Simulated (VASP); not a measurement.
# Nb (Im-3m) in VASP: further runs

Runs on Nb. Level: PBE. Tasks: single point.

Everything below comes from runs of VASP 6.6.1. Logs are shortened: lines on timing, memory, paths and dates and some standing lists are left out, and cuts for length are marked.

**1. The cell of the first run**

The structure is cubic, space group Im-3m (No. 229). The conventional cell has a = 3.318 Å, b = 3.318 Å, c = 3.318 Å, α = 90.00°, β = 90.00°, γ = 90.00°. Nb (site symmetry m-3m) has 14 Nb at 2.87 to 3.32 Å within 3.8 Å.

**2. Single point, PBE**

INCAR

```
SYSTEM = Nb
PREC = Accurate ; ENCUT = 500
EDIFF = 1E-6 ; ISMEAR = 1
SIGMA = 0.019 ; LREAL = .False.
LASPH = .True. ; NELM = 120
ALGO = Normal ; ISIF = 2
LWAVE = .False. ; LCHARG = .False.
GGA = PE ; NBANDS = 12
GGA_COMPAT = .False.
```

KPOINTS

```
Automatic mesh
0
Gamma
  4 4 4
  0 0 0
```

POSCAR

```
Nb
1.0
   -1.6588161896      1.6588161896      1.6588161896
    1.6588161896     -1.6588161896      1.6588161896
    1.6588161896      1.6588161896     -1.6588161896
Nb
1
Direct
   -0.0271092865      0.0599567220      0.0767624047
```

Potentials or basis: VASP PAW PBE potentials, release 64 (Nb_sv).

Started as:

```sh
$ cat potpaw_PBE.64/Nb_sv/POTCAR > POTCAR
$ mpirun -np 1 vasp_std > vasp.out
```

OUTCAR:

```text
SYSTEM = Nb
   PREC = Accurate
   ENCUT = 500
   EDIFF = 1E-6
   ISMEAR = 1
   LREAL = .False.
   LASPH = .True.
   NELM = 120
   ISIF = 2
   GGA = PE

 ion  position               nearest neighbor table
   1  0.973  0.060  0.077-

  LATTYP: Found a body centered cubic cell.
 ALAT       =     3.3176323792

  Lattice vectors:

 A1 = (  -1.6588161896,   1.6588161896,   1.6588161896)
 A2 = (   1.6588161896,  -1.6588161896,   1.6588161896)
 A3 = (   1.6588161896,   1.6588161896,  -1.6588161896)

Analysis of symmetry for initial positions (statically):
=====================================================================
 Subroutine PRICEL returns:
 Original cell was already a primitive cell.

 Routine SETGRP: Setting up the symmetry group for a
 body centered cubic supercell.

 Subroutine GETGRP returns: Found 48 space group operations
 (whereof  1 operations were pure point group operations)
 out of a pool of 48 trial point group operations.

The static configuration has the point symmetry C_1 .
 The point group associated with its full space group is O_h .

Analysis of symmetry for dynamics (positions and initial velocities):
=====================================================================
 Subroutine PRICEL returns:
 Original cell was already a primitive cell.

 Routine SETGRP: Setting up the symmetry group for a
 body centered cubic supercell.

 Subroutine GETGRP returns: Found 48 space group operations
 (whereof  1 operations were pure point group operations)
 out of a pool of 48 trial point group operations.

The dynamic configuration has the point symmetry C_1 .
 The point group associated with its full space group is O_h .

 Subroutine INISYM returns: Found 48 space group operations
 (whereof  1 operations are pure point group operations),
 and found     1 'primitive' translations

----------------------------------------------------------------------------------------

                                     Primitive cell

  volume of cell :      18.2581

  direct lattice vectors                    reciprocal lattice vectors
    -1.658816190  1.658816190  1.658816190     0.000000000  0.301419773  0.301419773
     1.658816190 -1.658816190  1.658816190     0.301419773  0.000000000  0.301419773
     1.658816190  1.658816190 -1.658816190     0.301419773  0.301419773  0.000000000

  length of vectors
     2.873153921  2.873153921  2.873153921     0.426271932  0.426271932  0.426271932

  position of ions in fractional coordinates (direct lattice)
     0.972890713  0.059956722  0.076762405

  ion indices of the primitive-cell ions
   primitive index   ion index
                 1           1

----------------------------------------------------------------------------------------

 KPOINTS: Automatic mesh

Automatic generation of k-mesh.
 Grid dimensions read from file:
 generate k-points for:    4    4    4

 Generating k-lattice:

  Cartesian coordinates                     Fractional coordinates (reciprocal lattice)
     0.000000000  0.075354943  0.075354943     0.250000000  0.000000000  0.000000000
     0.075354943  0.000000000  0.075354943     0.000000000  0.250000000  0.000000000
     0.075354943  0.075354943  0.000000000     0.000000000  0.000000000  0.250000000

  Length of vectors
     0.106567983  0.106567983  0.106567983

  Shift w.r.t. Gamma in fractional coordinates (k-lattice)
     0.000000000  0.000000000  0.000000000

 Subroutine IBZKPT returns following result:
 ===========================================

 Found      8 irreducible k-points:

 Following reciprocal coordinates:
            Coordinates               Weight
  0.000000  0.000000  0.000000      1.000000
  0.250000  0.000000  0.000000     12.000000
  0.500000  0.000000  0.000000      6.000000
  0.250000  0.250000  0.000000     24.000000
  0.250000  0.250000  0.250000      2.000000
 -0.250000  0.250000  0.250000      6.000000
  0.500000  0.500000  0.250000     12.000000
  0.500000  0.500000  0.500000      1.000000
   k-points           NKPTS =      8   k-points in BZ     NKDIM =      8   number of bands    NBANDS=     12
   number of dos      NEDOS =    301   number of ions     NIONS =      1
   total plane-waves  NPLWV =  13824
   dimension x,y,z NGX =    24 NGY =   24 NGZ =   24
   dimension x,y,z NGXF=    48 NGYF=   48 NGZF=   48
   ions per type =               1
   NGX,Y,Z   is equivalent  to a cutoff of  13.89, 13.89, 13.89 a.u.
   NGXF,Y,Z  is equivalent  to a cutoff of  27.77, 27.77, 27.77 a.u.
 SYSTEM =  Nb
   PREC   = accura    normal or accurate (medium, high low for compatibility)
   ISTART =      0    job   : 0-new  1-cont  2-samecut
   ICHARG =      2    charge: 1-file 2-atom 10-const
   ISPIN  =      1    spin polarized calculation?
   LNONCOLLINEAR =      F non collinear calculations
   LSORBIT =      F    spin-orbit coupling
   LASPH  =      T    aspherical Exc in radial PAW
   ENCUT  =  500.0 eV  36.75 Ry    6.06 a.u.   5.24  5.24  5.24*2*pi/ulx,y,z
   NELM   =    120;   NELMIN=  2; NELMDL= -5     # of ELM steps
   EDIFF  = 0.1E-05   stopping-criterion for ELM
   LREAL  =      F    real-space projection
   EDIFFG = 0.1E-04   stopping-criterion for IOM
   NSW    =      0    number of steps for IOM
   IBRION =     -1    ionic relax: 0-MD 1-quasi-New 2-CG
   NFREE  =      0    steps in history (QN), initial steepest desc. (CG)
   ISIF   =      2    stress and relaxation
   ISYM   =      2    0-nonsym 1-usesym 2-fastsym
   POTIM  = 0.5000    time-step for ionic-motion
   TEBEG  =    0.0;   TEEND  =   0.0 temperature during run
   PSTRESS=    0.0 pullay stress
   NELECT =      13.0000    total number of electrons
   NUPDOWN=      -1.0000    fix difference up-down
   EMIN   =  10.00;   EMAX   =-10.00  energy-range for DOS
   EFERMI =   0.00;   METHOD = LEGACY
   ISMEAR =     1;   SIGMA  =   0.02  broadening in eV -4-tet -1-fermi 0-gaus
   EFERMI_NEDOS =   21; number of points for ismear=-14 and -15
   IALGO  =     38    algorithm
   IMIX   =      4    mixing-type and parameters
     AMIX     =   0.40;   BMIX     =  1.00
     AMIX_MAG =   1.60;   BMIX_MAG =  1.00
  volume/ion in A,a.u.               =      18.26       123.21
  Fermi-wavevector in a.u.,A,eV,Ry     =   1.461855  2.762506 29.075930  2.137021
  Thomas-Fermi vector in A             =   2.578137
   LORBIT       =      0    0 simple, 1 ext, 2 COOP (PROOUT), +10 PAW based schemes
   GGA     = PE    functional components
   LHFCALC =     F    Hartree Fock is set to
   AEXX    =    0.0000 exact exchange contribution
   IVDW    =     0    specifies the selected vdW correction
   LEPSILON=     F    determine dielectric tensor
   LRPA    =     F    only Hartree local field effects (RPA)
 non-spin polarized calculation
 Methfessel and Paxton  Order N= 1 SIGMA  =   0.02
  energy-cutoff  :      500.00
  volume of cell :       18.26
 maximum number of plane-waves:       476
 NGX is ok and might be reduce to    24
   NGX = 11   NGY = 11   NGZ = 11

 number of electron      13.0000000 magnetization

 Free energy of the ion-electron system (eV)
  ---------------------------------------------------
  ext. energy  EPLUGINS =         0.00000000
  ---------------------------------------------------
  free energy    TOTEN  =       -10.24269659 eV

  energy without entropy =      -10.24172094  energy(sigma->0) =      -10.24237138

 E-fermi :  10.8490     XC(G=0): -12.4469

 val. band max:       10.8470691655   @ k =   0.2500   0.0000   0.0000
 cond. band min:      11.2947618043   @ k =   0.0000   0.0000   0.0000
 fundamental gap:      0.4476926389
 Fermi energy:        10.8489502910

 k-point     1 :       0.0000    0.0000    0.0000
  band No.  band energies     occupation
      1     -43.5130      2.00000
      2     -18.8315      2.00000
      3     -18.8315      2.00000
      4     -18.8315      2.00000
      5       5.0635      2.00000
      6      11.2948      0.00000
      7      11.2948      0.00000
      8      11.2948      0.00000
      9      14.1629      0.00000
     10      14.1629      0.00000
     11      25.1739      0.00000
     12      25.1739      0.00000

 k-point     2 :       0.2500    0.0000    0.0000
  band No.  band energies     occupation
      1     -43.3988      2.00000
      2     -19.5010      2.00000
      3     -19.0397      2.00000
      4     -18.8370      2.00000
      5       6.9855      2.00000
      6      10.1871      2.00000
      7      10.8471      1.16667
      8      13.5631      0.00000
      9      13.6524      0.00000
     10      14.3117      0.00000
     11      25.2696      0.00000
     12      26.7382      0.00000

 k-point     3 :       0.5000    0.0000    0.0000
  band No.  band energies     occupation
      1     -43.2821      2.00000
      2     -20.1228      2.00000
      3     -19.2402      2.00000
      4     -18.8430      2.00000
      5       7.2944      2.00000
      6       9.3194      2.00000
      7      13.1975      0.00000
      8      14.1786      0.00000
      9      14.8466      0.00000
     10      17.1617      0.00000
     11      22.5729      0.00000
     12      22.7558      0.00000

 k-point     4 :       0.2500    0.2500    0.0000
  band No.  band energies     occupation
      1     -43.2824      2.00000
      2     -19.8892      2.00000
      3     -19.3771      2.00000
      4     -18.9683      2.00000
      5       8.5498      2.00000
      6       9.5903      2.00000
      7      10.5971      2.00000
      8      13.8088      0.00000
      9      14.9343      0.00000
     10      18.1592      0.00000
     11      22.8192      0.00000
     12      24.7846      0.00000

 k-point     5 :       0.2500    0.2500    0.2500
  band No.  band energies     occupation
      1     -43.2641      2.00000
      2     -19.4862      2.00000
      3     -19.4862      2.00000
      4     -19.4862      2.00000
      5       9.8628      2.00000
      6       9.8628      2.00000
      7       9.8628      2.00000
      8      14.9753      0.00000
      9      14.9753      0.00000
     10      20.2218      0.00000
     11      22.7206      0.00000
     12      22.7206      0.00000

 k-point     6 :      -0.2500    0.2500    0.2500
  band No.  band energies     occupation
      1     -43.3012      2.00000
      2     -19.5269      2.00000
      3     -19.2665      2.00000
      4     -19.2665      2.00000
      5       8.4643      2.00000
      6       9.9179      2.00000
      7      11.8856      0.00000
      8      11.8856      0.00000
      9      13.4026      0.00000
     10      15.5797      0.00000
     11      25.5241      0.00000
     12      28.9576      0.00000

 k-point     7 :       0.5000    0.5000    0.2500
  band No.  band energies     occupation
      1     -43.2017      2.00000
      2     -19.9240      2.00000
      3     -19.4842      2.00000
      4     -19.2934      2.00000
      5       8.2630      2.00000
      6       9.2091      2.00000
      7      11.7496      0.00000
      8      12.6607      0.00000
      9      16.7733      0.00000
     10      18.8449      0.00000
     11      21.8525      0.00000
     12      24.5858      0.00000

 k-point     8 :       0.5000    0.5000    0.5000
  band No.  band energies     occupation
      1     -43.1202      2.00000
      2     -19.7176      2.00000
      3     -19.7176      2.00000
      4     -19.7176      2.00000
      5       7.3205      2.00000
      6       7.3205      2.00000
      7      16.4139      0.00000
      8      16.4139      0.00000
      9      16.4139      0.00000
     10      19.9329      0.00000
     11      19.9329      0.00000
     12      19.9329      0.00000

------------------------ aborting loop because EDIFF is reached ----------------------------------------

  FORCE on cell =-STRESS in cart. coord.  units (eV):
  Direction    XX          YY          ZZ          XY          YZ          ZX
  --------------------------------------------------------------------------------------
  -------------------------------------------------------------------------------------
  Total        0.2394255      0.2394255      0.2394255      0.0000000     -0.0000000      0.0000000
  in kB       21.0100083     21.0100083     21.0100083      0.0000000     -0.0000000      0.0000000
  external PRESSURE =      21.0100083 kB  Pullay stress =       0.0000000 kB

 VOLUME and BASIS-vectors are now :
 -----------------------------------------------------------------------------
  energy-cutoff  :      500.00
  volume of cell :       18.26
      direct lattice vectors                 reciprocal lattice vectors
    -1.658816190  1.658816190  1.658816190     0.000000000  0.301419773  0.301419773
     1.658816190 -1.658816190  1.658816190     0.301419773  0.000000000  0.301419773
     1.658816190  1.658816190 -1.658816190     0.301419773  0.301419773  0.000000000

 POSITION                                       TOTAL-FORCE (eV/Angst)
 -----------------------------------------------------------------------------------
     -1.38705      1.64172      1.58597         0.000000      0.000000      0.000000
 -----------------------------------------------------------------------------------
    total drift:                               -0.000002     -0.000006     -0.000001

  FREE ENERGIE OF THE ION-ELECTRON SYSTEM (eV)
  ---------------------------------------------------
  free  energy   TOTEN  =       -10.2426965941 eV

  energy  without entropy=      -10.2417209439  energy(sigma->0) =      -10.24237138
```

Wall time 6.5 s (1 thread of AMD EPYC 7R13 (Zen 3), shared host); peak memory 0.1 GiB.

What came out:

| Item | Value |
| --- | --- |
| Free energy | -10.2427 eV |
| Pressure | 2.1 GPa |

Caveat: the k points lie up to 0.67 Å⁻¹ apart.

**3. Single point, PBE**

INCAR

```
ALGO = Normal
EDIFF = 1E-6
ENCUT = 500
GGA = PE
GGA_COMPAT = F
ISIF = 2
ISMEAR = 0
LASPH = T
LCHARG = F
LREAL = F
LWAVE = F
NBANDS = 12
NELM = 120
PREC = Accurate
SIGMA = 0.1
```

KPOINTS

```
k-points
0
Gamma
  4 4 4
```

Edit POSCAR of step 2 so:

```diff
@@ -8,2 +8,2 @@
 Direct
-   -0.0271092865      0.0599567220      0.0767624047
+    0.0000000000      0.0000000000      0.0000000000
```

Potentials or basis: VASP PAW PBE potentials, release 64 (Nb_sv).

Started as:

```sh
$ cat potpaw_PBE.64/Nb_sv/POTCAR > POTCAR
$ mpirun -np 1 vasp_std > vasp.out
```

It took 6.5 s on 1 thread of AMD EPYC 7R13 (Zen 3), shared host; peak memory 0.1 GiB.

It converged, with:

| Item | Value |
| --- | --- |
| Free energy | -10.2521 eV |
| Pressure | 2.1 GPa |

Levels at points of the mesh, in eV from the Fermi level:
| k point | band 3 | band 4 | band 5 | band 6 | band 7 | band 8 | band 9 | band 10 |
| --- | --- | --- | --- | --- | --- | --- | --- | --- |
| (0.00, 0.00, 0.00) | -29.69 | -29.69 | -5.80 | 0.43 | 0.43 | 0.43 | 3.30 | 3.30 |
| (0.50, 0.00, 0.00) | -30.10 | -29.70 | -3.57 | -1.54 | 2.34 | 3.32 | 3.98 | 6.30 |
| (0.50, 0.50, 0.50) | -30.58 | -30.58 | -3.54 | -3.54 | 5.55 | 5.55 | 5.55 | 9.07 |

Caveat: the k points lie up to 0.67 Å⁻¹ apart.

**4. Single point, PBE**

INCAR

```
SYSTEM = Nb
PREC = Accurate
ENCUT = 500
EDIFF = 1E-6
ISMEAR = 0
SIGMA = 0.1
LREAL = .False.
LASPH = .True.
NELM = 120
ALGO = Normal
ISIF = 2
LWAVE = .False.
LCHARG = .False.
GGA = PE
NBANDS = 12
GGA_COMPAT = .False.
```

KPOINTS

```
regular mesh
0
Gamma
  4 4 4
  0 0 0
```

POSCAR is that of step 3.

Started as:

```sh
$ cat potpaw_PBE.64/Nb_sv/POTCAR > POTCAR
$ mpirun -np 1 vasp_std > vasp.out
```

Run time: 7.4 s. Hardware: 1 thread of AMD EPYC 7R13 (Zen 3), shared host; peak memory 0.1 GiB.

Results (log left out):

```yaml
Free_energy: -10.2521 eV
Pressure: 2.1 GPa
```

Levels at points of the mesh, in eV from the Fermi level:
```csv
k point,band 2,band 3,band 4,band 5,band 6,band 7,band 8,band 9,band 10,band 11
"(0.00, 0.00, 0.00)",-29.69,-29.69,-29.69,-5.80,0.43,0.43,0.43,3.30,3.30,14.31
"(0.50, 0.00, 0.00)",-30.98,-30.10,-29.70,-3.57,-1.54,2.34,3.32,3.98,6.30,11.71
"(0.50, 0.50, 0.50)",-30.58,-30.58,-30.58,-3.54,-3.54,5.55,5.55,5.55,9.07,9.07
```

Caveat: the k points lie up to 0.67 Å⁻¹ apart.
